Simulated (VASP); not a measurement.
# SiC (Cmc2_1) in VASP: a series of runs

Runs on SiC. Level: PBEsol. Tasks: single point.

Everything below comes from runs of VASP 6.6.1. Logs are shortened: lines on timing, memory, paths and dates and some standing lists are left out, and cuts for length are marked.

## 1. The cell of the first run

It takes space group Cmc2_1 (No. 36, orthorhombic). Conventional cell: a = 2.770 Å, b = 5.331 Å, c = 10.076 Å, α = 90.00°, β = 90.00°, γ = 90.00°. Within 2.3 Å of Si (site symmetry m) lie 4 C at 1.76 to 1.89 Å. Si (site symmetry m) has 4 C at 1.76 to 1.89 Å within 2.3 Å. C (site symmetry m) has 4 Si at 1.76 to 1.89 Å within 2.3 Å. C (site symmetry m) has 4 Si at 1.76 to 1.89 Å within 2.3 Å.

## 2. Single point, PBEsol (normal strain along x -0.1000, normal strain along z +0.0000)

INCAR

```
  ALGO = Normal
  EDIFF = 1E-6
  ENCUT = 600
  GGA = PS
  GGA_COMPAT = False
  ISIF = 2
  ISMEAR = 0
  LASPH = True
  LCHARG = False
  LREAL = False
  LWAVE = False
  NBANDS = 26
  NELM = 120
  PREC = Accurate
  SIGMA = 0.05
```

KPOINTS

```
k-points
0
Gamma
  12 12 4
```

POSCAR

```
SiC
1.0
    2.7702603584      0.0000000000      0.0000000000
   -1.3851301792      2.6656842728      0.0000000000
    0.0000000000      0.0000000000     10.0758090153
Si C
4 4
Direct
    0.6666666667      0.3333333333      0.9378278494
    0.3333333333      0.6666666667      0.4378278494
    0.0000000000      0.0000000000      0.6878973398
    0.0000000000      0.0000000000      0.1878973398
    0.6666666667      0.3333333333      0.7498191768
    0.3333333333      0.6666666667      0.2498191768
    0.0000000000      0.0000000000      0.5004546340
    0.0000000000      0.0000000000      0.0004546340
```

Potentials or basis: VASP PAW PBE potentials, release 64 (Si, C).

Started as:

```console
$ cat potpaw_PBE.64/Si/POTCAR potpaw_PBE.64/C/POTCAR > POTCAR
$ mpirun -np 1 vasp_std > vasp.out
```

OUTCAR:

```text
EDIFF = 1E-6
   ENCUT = 600
   GGA = PS
   ISIF = 2
   ISMEAR = 0
   LASPH = True
   LREAL = False
   NELM = 120
   PREC = Accurate

 ion  position               nearest neighbor table
   1  0.667  0.333  0.938-   8 1.76   8 1.76   8 1.89   5 1.89   3 3.01   3 3.01   4 3.01   4 3.01
                             3 3.08   4 3.08
   2  0.333  0.667  0.438-   7 1.76   7 1.76   7 1.89   6 1.89   4 3.01   4 3.01   3 3.01   3 3.01
                             4 3.08   3 3.08
   3  0.000  0.000  0.688-   5 1.76   5 1.76   5 1.88   7 1.89   1 3.01   1 3.01   2 3.01   2 3.01
                             1 3.08   2 3.08
   4  0.000  0.000  0.188-   6 1.76   6 1.76   6 1.88   8 1.89   2 3.01   2 3.01   1 3.01   1 3.01
                             2 3.08   1 3.08
   5  0.667  0.333  0.750-   3 1.76   3 1.76   3 1.88   1 1.89
   6  0.333  0.667  0.250-   4 1.76   4 1.76   4 1.88   2 1.89
   7  0.000  0.000  0.500-   2 1.76   2 1.76   2 1.89   3 1.89
   8  0.000  0.000  0.000-   1 1.76   1 1.76   1 1.89   4 1.89

  LATTYP: Found a base centered orthorhombic cell.
 ALAT       =     2.7702603584
 B/A-ratio  =     1.9245008973
 C/A-ratio  =     3.6371343165

  Lattice vectors:

 A1 = (   1.3851301792,  -2.6656842728,   0.0000000000)
 A2 = (   1.3851301792,   2.6656842728,   0.0000000000)
 A3 = (   0.0000000000,   0.0000000000,  10.0758090153)

Analysis of symmetry for initial positions (statically):
=====================================================================
 Subroutine PRICEL returns:
 Original cell was already a primitive cell.

 Routine SETGRP: Setting up the symmetry group for a
 base centered orthorhombic supercell.

 Subroutine GETGRP returns: Found  4 space group operations
 (whereof  2 operations were pure point group operations)
 out of a pool of  8 trial point group operations.

The static configuration has the point symmetry C_1h.
 The point group associated with its full space group is C_2v.

Analysis of symmetry for dynamics (positions and initial velocities):
=====================================================================
 Subroutine PRICEL returns:
 Original cell was already a primitive cell.

 Routine SETGRP: Setting up the symmetry group for a
 base centered orthorhombic supercell.

 Subroutine GETGRP returns: Found  4 space group operations
 (whereof  2 operations were pure point group operations)
 out of a pool of  8 trial point group operations.
[... 113 lines left out ...]
   NELM   =    120;   NELMIN=  2; NELMDL= -5     # of ELM steps
   EDIFF  = 0.1E-05   stopping-criterion for ELM
   LREAL  =      F    real-space projection
   EDIFFG = 0.1E-04   stopping-criterion for IOM
   NSW    =      0    number of steps for IOM
   IBRION =     -1    ionic relax: 0-MD 1-quasi-New 2-CG
   NFREE  =      0    steps in history (QN), initial steepest desc. (CG)
   ISIF   =      2    stress and relaxation
   ISYM   =      2    0-nonsym 1-usesym 2-fastsym
   POTIM  = 0.5000    time-step for ionic-motion
   TEBEG  =    0.0;   TEEND  =   0.0 temperature during run
   PSTRESS=    0.0 pullay stress
   NELECT =      32.0000    total number of electrons
   NUPDOWN=      -1.0000    fix difference up-down
   EMIN   =  10.00;   EMAX   =-10.00  energy-range for DOS
   EFERMI =   0.00;   METHOD = LEGACY
   ISMEAR =     0;   SIGMA  =   0.05  broadening in eV -4-tet -1-fermi 0-gaus
   EFERMI_NEDOS =   21; number of points for ismear=-14 and -15
   IALGO  =     38    algorithm
   IMIX   =      4    mixing-type and parameters
     AMIX     =   0.40;   BMIX     =  1.00
     AMIX_MAG =   1.60;   BMIX_MAG =  1.00
  volume/ion in A,a.u.               =       9.30        62.76
  Fermi-wavevector in a.u.,A,eV,Ry     =   1.235725  2.335181 20.776310  1.527016
  Thomas-Fermi vector in A             =   2.370363
   LORBIT       =      0    0 simple, 1 ext, 2 COOP (PROOUT), +10 PAW based schemes
   GGA     = PS    functional components
   LHFCALC =     F    Hartree Fock is set to
   AEXX    =    0.0000 exact exchange contribution
   IVDW    =     0    specifies the selected vdW correction
   LEPSILON=     F    determine dielectric tensor
   LRPA    =     F    only Hartree local field effects (RPA)
 non-spin polarized calculation
 Gauss-broadening in eV      SIGMA  =   0.05
  energy-cutoff  :      600.00
  volume of cell :       74.41
 maximum number of plane-waves:      2524
 NGX is ok and might be reduce to    24
   NGX = 11   NGY = 11   NGZ = 41

 number of electron      31.9999999 magnetization

 Free energy of the ion-electron system (eV)
  ---------------------------------------------------
  ext. energy  EPLUGINS =         0.00000000
  ---------------------------------------------------
  free energy    TOTEN  =       -61.86680712 eV

  energy without entropy =      -61.86680712  energy(sigma->0) =      -61.86680712

 E-fermi :  10.2751     XC(G=0): -11.9666

 val. band max:       10.0204951379   @ k =   0.0000   0.0000   0.0000
 cond. band min:      11.2007457749   @ k =   0.0000   0.5000   0.0000
 fundamental gap:      1.1802506370
 Fermi energy:        10.2750656710

 k-point     1 :       0.0000    0.0000    0.0000
  band No.  band energies     occupation
      1      -7.0199      2.00000
      2      -5.8357      2.00000
      3      -5.8085      2.00000
      4      -3.4564      2.00000
      5      -0.0449      2.00000
      6       4.2849      2.00000
[... 685 lines left out ...]
     25      17.7172      0.00000
     26      18.7503      0.00000

 [... further k-points ...]
[... 5 lines left out ...]
  --------------------------------------------------------------------------------------
  -------------------------------------------------------------------------------------
  Total       36.2193335      5.9035011      2.4022326      0.0000000      0.0000000      0.0000000
  in kB      779.9051942    127.1191575     51.7268962      0.0000000      0.0000000      0.0000000
  external PRESSURE =     319.5837493 kB  Pullay stress =       0.0000000 kB

 VOLUME and BASIS-vectors are now :
 -----------------------------------------------------------------------------
  energy-cutoff  :      600.00
  volume of cell :       74.41
      direct lattice vectors                 reciprocal lattice vectors
     2.770260358  0.000000000  0.000000000     0.360976901  0.187569100  0.000000000
    -1.385130179  2.665684273  0.000000000     0.000000000  0.375138200  0.000000000
     0.000000000  0.000000000 10.075809015     0.000000000  0.000000000  0.099247614

 POSITION                                       TOTAL-FORCE (eV/Angst)
 -----------------------------------------------------------------------------------
      1.38513      0.88856      9.44937        -0.000000      1.350391     -0.903838
     -0.00000      1.77712      4.41147         0.000000     -1.350391     -0.903838
      0.00000      0.00000      6.93112         0.000000     -1.328604     -0.943169
      0.00000      0.00000      1.89322        -0.000000      1.328604     -0.943169
      1.38513      0.88856      7.55503         0.000000      1.581271      0.948425
     -0.00000      1.77712      2.51713         0.000000     -1.581271      0.948425
      0.00000      0.00000      5.04249         0.000000      1.306190      0.898581
      0.00000      0.00000      0.00458        -0.000000     -1.306190      0.898581
 -----------------------------------------------------------------------------------
    total drift:                               -0.000000     -0.000000      0.001113

  FREE ENERGIE OF THE ION-ELECTRON SYSTEM (eV)
  ---------------------------------------------------
  free  energy   TOTEN  =       -61.8668071189 eV

  energy  without entropy=      -61.8668071189  energy(sigma->0) =      -61.86680712
```

Wall time 5.2 min (1 thread of Oxide Virtual Turin-like, shared host); peak memory 0.32 GiB.

Results:

```
Free energy            : -61.8668 eV
Pressure               : 32.0 GPa
Largest force          : 1.844 eV/Å
Band gap on the k mesh : 1.18 eV (least direct gap 2.08 eV)
```

Forces in eV/Å, atoms in the order of the input:
```
Si   0.000  1.350 -0.904
Si   0.000 -1.350 -0.904
Si   0.000 -1.329 -0.943
Si   0.000  1.329 -0.943
C    0.000  1.581  0.948
C    0.000 -1.581  0.948
C    0.000  1.306  0.899
C    0.000 -1.306  0.899
```

Stress tensor (GPa, compression positive):
```
77.99  0.00  0.00
 0.00 12.71  0.00
 0.00  0.00  5.17
```

Caveat: the cell differs from its parent crystal (normal strain along x -0.1000, normal strain along z +0.0000); the stress differs along the axes, from 5 to 78 GPa; the PAW data sets were made with another functional, which shifts forces and pressure a little. A k mesh can miss the band edges.

## 3. Single point, PBEsol (normal strain along x -0.1000, normal strain along z +0.0233)

INCAR

```
ALGO = Normal ; EDIFF = 1E-6
ENCUT = 600 ; GGA = PS
GGA_COMPAT = False ; ISIF = 2
ISMEAR = 0 ; LASPH = True
LCHARG = True ; LELF = True
LREAL = False ; LVHAR = True
LWAVE = False ; NBANDS = 26
NELM = 120 ; PREC = Accurate
SIGMA = 0.05
```

KPOINTS is that of step 2.

Changes to POSCAR since step 2:

```diff
@@ -4,3 +4,3 @@
    -1.3851301792      2.6656842728      0.0000000000
-    0.0000000000      0.0000000000     10.0758090153
+    0.0000000000      0.0000000000     10.3105753654
 Si C
```

Potentials or basis: VASP PAW PBE potentials, release 64 (Si, C).

Started as:

```console
$ cat potpaw_PBE.64/Si/POTCAR potpaw_PBE.64/C/POTCAR > POTCAR
$ mpirun -np 1 vasp_std > vasp.out
```

Wall time 5.5 min (1 thread of Oxide Virtual Turin-like, shared host); peak memory 0.33 GiB.

It converged, with:

```yaml
Free_energy: -61.8454 eV
Pressure: 25.7 GPa
Largest_force: 1.854 eV/Å
Band_gap_on_the_k_mesh: 0.98 eV (least direct gap 1.93 eV)
```

Forces on the atoms (eV/Å):
```
Si   0.000  1.295 -1.009
Si   0.000 -1.295 -1.009
Si   0.000 -1.288 -1.084
Si   0.000  1.288 -1.084
C    0.000  1.508  1.078
C    0.000 -1.508  1.078
C    0.000  1.265  1.015
C    0.000 -1.265  1.015
```

Stress tensor (GPa, compression positive):
```
74.99  0.00  0.00
 0.00 11.11  0.00
 0.00  0.00 -9.08
```

Levels at points of the mesh, in eV from the valence-band top:
```csv
k point,band 12,band 13,band 14,band 15,band 16,band 17,band 18,band 19,band 20,band 21
"(0.00, 0.00, 0.00)",-1.01,-0.86,-0.51,-0.41,0.00,4.46,4.83,5.05,5.79,6.30
"(0.50, 0.00, 0.00)",-3.45,-3.37,-3.24,-2.48,-2.26,1.12,1.43,3.35,3.82,4.43
"(0.00, 0.50, 0.00)",-2.65,-2.56,-1.87,-1.86,-0.95,0.98,2.13,4.60,5.18,5.26
"(0.00, 0.00, 0.50)",-1.17,-0.75,-0.75,-0.14,-0.14,4.94,4.94,5.73,5.73,6.26
"(0.50, 0.00, 0.50)",-4.00,-3.36,-3.36,-2.62,-2.62,1.64,1.64,3.18,3.18,5.23
"(0.00, 0.50, 0.50)",-3.66,-2.37,-2.37,-1.25,-1.25,2.12,2.12,4.34,4.34,5.83
```

Caveat: the cell differs from its parent crystal (normal strain along x -0.1000, normal strain along z +0.0233); the stress differs along the axes, from -9 to 75 GPa; the PAW data sets were made with another functional, which shifts forces and pressure a little. A k mesh can miss the band edges.
